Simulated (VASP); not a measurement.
# RbSi2 (P-3m1) in VASP: further runs

RbSi2 is run at these levels: PBE; tasks: single point, relaxation of cell and atoms.

Program: VASP 6.6.1. These are calculated values, not measurements. Logs are shortened: lines on timing, memory, paths and dates and some standing lists are left out, and cuts for length are marked.

## (1) The cell of the first run

It takes space group P-3m1 (No. 164, trigonal). The conventional cell has a = 3.972 Å, b = 3.972 Å, c = 6.047 Å, α = 90.00°, β = 90.00°, γ = 120.00°. Rb (site symmetry -3m) has 12 Si at 3.55 to 4.05 Å and 6 Rb at 3.97 Å within 4.7 Å. Within 3.1 Å of Si (site symmetry 3m) lie 3 Si at 2.37 Å.

## (2) Single point, PBE

INCAR

```
SYSTEM = RbSi2
ALGO     = Normal         ! electronic algorithm
EDIFF    = 1E-6           ! SCF threshold, eV
ENCUT    = 520            ! plane-wave cutoff, eV
GGA      = PE             ! functional
ISIF     = 2              ! what is computed and relaxed
ISMEAR   = 0              ! smearing method
LASPH    = .TRUE.         ! aspherical terms in the spheres
LCHARG   = .FALSE.        ! write CHGCAR
LREAL    = .FALSE.        ! projectors in reciprocal space
LWAVE    = .FALSE.        ! write WAVECAR
NBANDS   = 16             ! bands
NELM     = 100            ! most SCF steps
PREC     = Accurate       ! precision mode
SIGMA    = 0.1            ! smearing width, eV
```

KPOINTS

```
k-points
0
G
  12 12 8
  0 0 0
```

POSCAR

```
RbSi2
1.0
    3.9716658493      0.0000000000      0.0000000000
   -1.9858329247      3.4395635208      0.0000000000
    0.0000000000      0.0000000000      6.0474150687
Rb Si
1 2
Direct
    0.0000000000      0.0000000000      0.0000000000
    0.3333333333      0.6666666667      0.4489264928
    0.6666666667      0.3333333333      0.5510735072
```

Potentials or basis: VASP PAW PBE potentials, release 64 (Rb_sv, Si).

Command:

```console
$ cat potpaw_PBE.64/Rb_sv/POTCAR potpaw_PBE.64/Si/POTCAR > POTCAR
$ mpirun -np 1 vasp_std > vasp.out
```

OUTCAR:

```text
SYSTEM = RbSi2
   EDIFF = 1E-6
   ENCUT = 520
   GGA = PE
   ISIF = 2
   ISMEAR = 0
   LASPH = .TRUE.
   LREAL = .FALSE.
   NELM = 100
   PREC = Accurate

 ion  position               nearest neighbor table
   1  0.000  0.000  0.000-   2 3.55   3 3.55   2 3.55   3 3.55   3 3.55   2 3.55   3 4.05   2 4.05
                             2 4.05   3 4.05   3 4.05   2 4.05
   2  0.333  0.667  0.449-   3 2.37   3 2.37   3 2.37   1 3.55   1 3.55   1 3.55   1 4.05   1 4.05
                             1 4.05
   3  0.667  0.333  0.551-   2 2.37   2 2.37   2 2.37   1 3.55   1 3.55   1 3.55   1 4.05   1 4.05
                             1 4.05

  LATTYP: Found a hexagonal cell.
 ALAT       =     3.9716658493
 C/A-ratio  =     1.5226394410

  Lattice vectors:

 A1 = (   3.9716658493,   0.0000000000,   0.0000000000)
 A2 = (  -1.9858329247,   3.4395635208,   0.0000000000)
 A3 = (   0.0000000000,   0.0000000000,   6.0474150687)

Analysis of symmetry for initial positions (statically):
=====================================================================
 Subroutine PRICEL returns:
 Original cell was already a primitive cell.

 Routine SETGRP: Setting up the symmetry group for a
 hexagonal supercell.

 Subroutine GETGRP returns: Found 12 space group operations
 (whereof 12 operations were pure point group operations)
 out of a pool of 24 trial point group operations.

The static configuration has the point symmetry D_3d.

Analysis of symmetry for dynamics (positions and initial velocities):
=====================================================================
 Subroutine PRICEL returns:
 Original cell was already a primitive cell.

 Routine SETGRP: Setting up the symmetry group for a
 hexagonal supercell.

 Subroutine GETGRP returns: Found 12 space group operations
 (whereof 12 operations were pure point group operations)
 out of a pool of 24 trial point group operations.

The dynamic configuration has the point symmetry D_3d.

 Subroutine INISYM returns: Found 12 space group operations
 (whereof 12 operations are pure point group operations),
 and found     1 'primitive' translations

----------------------------------------------------------------------------------------

                                     Primitive cell

  volume of cell :      82.6125

  direct lattice vectors                    reciprocal lattice vectors
     3.971665849  0.000000000  0.000000000     0.251783518  0.145367282  0.000000000
    -1.985832925  3.439563521  0.000000000     0.000000000  0.290734564  0.000000000
     0.000000000  0.000000000  6.047415069     0.000000000  0.000000000  0.165359908

  length of vectors
     3.971665849  3.971665849  6.047415069     0.290734564  0.290734564  0.165359908

  position of ions in fractional coordinates (direct lattice)
     0.000000000  0.000000000  0.000000000
     0.333333333  0.666666667  0.448926493
     0.666666667  0.333333333  0.551073507

  ion indices of the primitive-cell ions
   primitive index   ion index
                 1           1
                 2           2
                 3           3

----------------------------------------------------------------------------------------

 KPOINTS: k-points

Automatic generation of k-mesh.
 Grid dimensions read from file:
 generate k-points for:   12   12    8

 Generating k-lattice:

  Cartesian coordinates                     Fractional coordinates (reciprocal lattice)
     0.020981960  0.012113940  0.000000000     0.083333333 -0.000000000  0.000000000
     0.000000000  0.024227880  0.000000000     0.000000000  0.083333333  0.000000000
     0.000000000  0.000000000  0.020669989     0.000000000  0.000000000  0.125000000

  Length of vectors
     0.024227880  0.024227880  0.020669989

  Shift w.r.t. Gamma in fractional coordinates (k-lattice)
     0.000000000  0.000000000  0.000000000

 Subroutine IBZKPT returns following result:
 ===========================================

 Found    131 irreducible k-points:

 Following reciprocal coordinates:
            Coordinates               Weight
  0.000000  0.000000  0.000000      1.000000
  0.083333 -0.000000  0.000000      6.000000
  0.166667  0.000000  0.000000      6.000000
  0.250000  0.000000  0.000000      6.000000
  0.333333  0.000000  0.000000      6.000000
  0.416667  0.000000  0.000000      6.000000
[... 16 lines left out ...]
  0.166667  0.000000  0.125000      6.000000
  0.000000  0.166667  0.125000      6.000000
 [... further k-points ...]
   k-points           NKPTS =    131   k-points in BZ     NKDIM =    131   number of bands    NBANDS=     16
   number of dos      NEDOS =    301   number of ions     NIONS =      3
   total plane-waves  NPLWV =  43200
   dimension x,y,z NGX =    30 NGY =   30 NGZ =   48
   dimension x,y,z NGXF=    60 NGYF=   60 NGZF=   96
   ions per type =               1   2
   NGX,Y,Z   is equivalent  to a cutoff of  12.56, 12.56, 13.20 a.u.
   NGXF,Y,Z  is equivalent  to a cutoff of  25.11, 25.11, 26.39 a.u.
 SYSTEM =  RbSi2
   PREC   = accura    normal or accurate (medium, high low for compatibility)
   ISTART =      0    job   : 0-new  1-cont  2-samecut
   ICHARG =      2    charge: 1-file 2-atom 10-const
   ISPIN  =      1    spin polarized calculation?
   LNONCOLLINEAR =      F non collinear calculations
   LSORBIT =      F    spin-orbit coupling
   LASPH  =      T    aspherical Exc in radial PAW
   ENCUT  =  520.0 eV  38.22 Ry    6.18 a.u.   7.38  7.38 11.24*2*pi/ulx,y,z
   NELM   =    100;   NELMIN=  2; NELMDL= -5     # of ELM steps
   EDIFF  = 0.1E-05   stopping-criterion for ELM
   LREAL  =      F    real-space projection
   EDIFFG = 0.1E-04   stopping-criterion for IOM
   NSW    =      0    number of steps for IOM
   IBRION =     -1    ionic relax: 0-MD 1-quasi-New 2-CG
   NFREE  =      0    steps in history (QN), initial steepest desc. (CG)
   ISIF   =      2    stress and relaxation
   ISYM   =      2    0-nonsym 1-usesym 2-fastsym
   POTIM  = 0.5000    time-step for ionic-motion
   TEBEG  =    0.0;   TEEND  =   0.0 temperature during run
   PSTRESS=    0.0 pullay stress
   NELECT =      17.0000    total number of electrons
   NUPDOWN=      -1.0000    fix difference up-down
   EMIN   =  10.00;   EMAX   =-10.00  energy-range for DOS
   EFERMI =   0.00;   METHOD = LEGACY
   ISMEAR =     0;   SIGMA  =   0.10  broadening in eV -4-tet -1-fermi 0-gaus
   EFERMI_NEDOS =   21; number of points for ismear=-14 and -15
   IALGO  =     38    algorithm
   IMIX   =      4    mixing-type and parameters
     AMIX     =   0.40;   BMIX     =  1.00
     AMIX_MAG =   1.60;   BMIX_MAG =  1.00
  volume/ion in A,a.u.               =      27.54       185.83
  Fermi-wavevector in a.u.,A,eV,Ry     =   0.966516  1.826451 12.709934  0.934154
  Thomas-Fermi vector in A             =   2.096324
   LORBIT       =      0    0 simple, 1 ext, 2 COOP (PROOUT), +10 PAW based schemes
   GGA     = PE    functional components
   LHFCALC =     F    Hartree Fock is set to
   AEXX    =    0.0000 exact exchange contribution
   IVDW    =     0    specifies the selected vdW correction
   LEPSILON=     F    determine dielectric tensor
   LRPA    =     F    only Hartree local field effects (RPA)
 non-spin polarized calculation
 Gauss-broadening in eV      SIGMA  =   0.10
  energy-cutoff  :      520.00
  volume of cell :       82.61
 maximum number of plane-waves:      2249
 NGX is ok and might be reduce to    30
   NGX = 15   NGY = 15   NGZ = 23

 number of electron      16.9999999 magnetization

 Free energy of the ion-electron system (eV)
  ---------------------------------------------------
  ext. energy  EPLUGINS =         0.00000000
  ---------------------------------------------------
  free energy    TOTEN  =       -11.59642445 eV

  energy without entropy =      -11.59219573  energy(sigma->0) =      -11.59431009

 E-fermi :   3.8596     XC(G=0):  -8.5484

 val. band max:        3.8276985022   @ k =   0.1667   0.0000   0.0000
 cond. band min:       3.8679989082   @ k =   0.4167   0.0000   0.1250
 fundamental gap:      0.0403004060
 Fermi energy:         3.8596284352

 k-point     1 :       0.0000    0.0000    0.0000
  band No.  band energies     occupation
      1     -24.1158      2.00000
      2      -8.2914      2.00000
      3      -7.9789      2.00000
      4      -7.9789      2.00000
      5      -7.1657      2.00000
      6       0.4159      2.00000
[... 8 lines left out ...]
     15       9.2192      0.00000
     16      10.0299      0.00000

 k-point     2 :       0.0833   -0.0000    0.0000
  band No.  band energies     occupation
      1     -24.1118      2.00000
      2      -8.2801      2.00000
      3      -8.0388      2.00000
      4      -7.9892      2.00000
      5      -7.0746      2.00000
      6       0.4013      2.00000
[... 8 lines left out ...]
     15       9.3562      0.00000
     16       9.7684      0.00000

 k-point     3 :       0.1667    0.0000    0.0000
  band No.  band energies     occupation
      1     -24.1007      2.00000
      2      -8.2492      2.00000
      3      -8.1851      2.00000
      4      -8.0170      2.00000
      5      -6.8213      2.00000
      6       0.0902      2.00000
[... 8 lines left out ...]
     15       9.4591      0.00000
     16       9.6318      0.00000

 k-point     4 :       0.2500    0.0000    0.0000
  band No.  band energies     occupation
      1     -24.0855      2.00000
      2      -8.3633      2.00000
      3      -8.2061      2.00000
      4      -8.0545      2.00000
      5      -6.4283      2.00000
      6      -0.9173      2.00000
[... 8 lines left out ...]
     15       9.3420      0.00000
     16       9.9478      0.00000
[... 324 lines left out ...]
 k-point    22 :       0.0000    0.0833    0.1250
  band No.  band energies     occupation
      1     -24.1118      2.00000
      2      -8.3320      2.00000
      3      -8.0354      2.00000
      4      -7.9890      2.00000
      5      -6.9985      2.00000
      6       0.2503      2.00000
[... 8 lines left out ...]
     15       9.2013      0.00000
     16      10.1224      0.00000

 k-point    23 :       0.1667    0.0000    0.1250
  band No.  band energies     occupation
      1     -24.1007      2.00000
      2      -8.2950      2.00000
      3      -8.1737      2.00000
      4      -8.0168      2.00000
      5      -6.7629      2.00000
      6      -0.0016      2.00000
[... 8 lines left out ...]
     15       9.0202      0.00000
     16       9.4380      0.00000

 k-point    24 :       0.0000    0.1667    0.1250
  band No.  band energies     occupation
      1     -24.1007      2.00000
      2      -8.2924      2.00000
      3      -8.1754      2.00000
      4      -8.0168      2.00000
      5      -6.7655      2.00000
      6       0.0785      2.00000
[... 8 lines left out ...]
     15       9.3254      0.00000
     16       9.8121      0.00000

 [... further k-points ...]

------------------------ aborting loop because EDIFF is reached ----------------------------------------

  FORCE on cell =-STRESS in cart. coord.  units (eV):
  Direction    XX          YY          ZZ          XY          YZ          ZX
  --------------------------------------------------------------------------------------
  -------------------------------------------------------------------------------------
  Total       -0.0258339     -0.0258339      0.0231315      0.0000000      0.0000000     -0.0000000
  in kB       -0.5010197     -0.5010197      0.4486094      0.0000000      0.0000000     -0.0000000
  external PRESSURE =      -0.1844767 kB  Pullay stress =       0.0000000 kB

 VOLUME and BASIS-vectors are now :
 -----------------------------------------------------------------------------
  energy-cutoff  :      520.00
  volume of cell :       82.61
      direct lattice vectors                 reciprocal lattice vectors
     3.971665849  0.000000000  0.000000000     0.251783518  0.145367282  0.000000000
    -1.985832925  3.439563521  0.000000000     0.000000000  0.290734564  0.000000000
     0.000000000  0.000000000  6.047415069     0.000000000  0.000000000  0.165359908

 POSITION                                       TOTAL-FORCE (eV/Angst)
 -----------------------------------------------------------------------------------
      0.00000      0.00000      0.00000        -0.000000      0.000000      0.000000
     -0.00000      2.29304      2.71484        -0.000000      0.000000      0.008941
      1.98583      1.14652      3.33257         0.000000      0.000000     -0.008941
 -----------------------------------------------------------------------------------
    total drift:                                0.000000     -0.000000     -0.000000

  FREE ENERGIE OF THE ION-ELECTRON SYSTEM (eV)
  ---------------------------------------------------
  free  energy   TOTEN  =       -11.5964244485 eV

  energy  without entropy=      -11.5921957327  energy(sigma->0) =      -11.59431009
```

Wall time 7.2 min (1 thread of AMD EPYC, shared host); peak memory 0.27 GiB.

Results:

```yaml
Free_energy: -11.5964 eV
Pressure: 0.0 GPa
Largest_force: 0.009 eV/Å
```

Forces in eV/Å, atoms in the order of the input:
```
Rb   0.000  0.000  0.000
Si   0.000  0.000  0.009
Si   0.000  0.000 -0.009
```

Stress tensor (GPa, compression positive):
```
-0.05  0.00  0.00
 0.00 -0.05  0.00
 0.00  0.00  0.04
```

[end of part 1 of 2]
